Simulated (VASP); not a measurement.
**KTaO3: single point with PBE+D3(BJ)**

Crystal: KTaO3.

```
Ta K O
1.0
     4.00376    0.00000    0.00000
     0.00000    4.00376    0.00000
     0.00000    0.00000    4.00376
Ta K O
1 1 3
Direct
  0.00000 0.00000 0.00000
  0.50000 0.50000 0.50000
  0.00000 0.00000 0.50000
  0.00000 0.50000 0.00000
  0.50000 0.00000 0.00000
```

| Quantity | Value |
| --- | --- |
| Program | VASP 6.6.1 |
| Task | single point |
| Functional | PBE |
| Dispersion | D3(BJ) |
| Potentials or basis | VASP PAW PBE potentials, release 64 (Ta_pv, K_sv, O) |
| Cutoff | 520 eV |
| k mesh | 7 × 7 × 7 |
| Occupations | fermi-dirac, width 0.05 eV |
| Spin | no spin polarisation |

```json
{"Pressure": "0.6 GPa", "Band gap on the k mesh": "2.21 eV, indirect (least direct gap 2.78 eV)", "Dispersion energy per atom": "-0.233 eV"}
```

Levels at points of the mesh, in eV from the valence-band top:
```tsv
k point	band 17	band 18	band 19	band 20	band 21	band 22
(0.00, 0.00, 0.00)	-0.57	-0.57	-0.57	2.21	2.21	2.21
```

Run time: 21 s on 1 thread of AMD EPYC 9R14 (Zen 4), with other jobs on the host, peak memory 0.17 GiB.

Caveat: spin-orbit coupling is left out, which moves the levels of the heavy elements. PBE gaps usually lie below the measured ones, often by a third to a half.
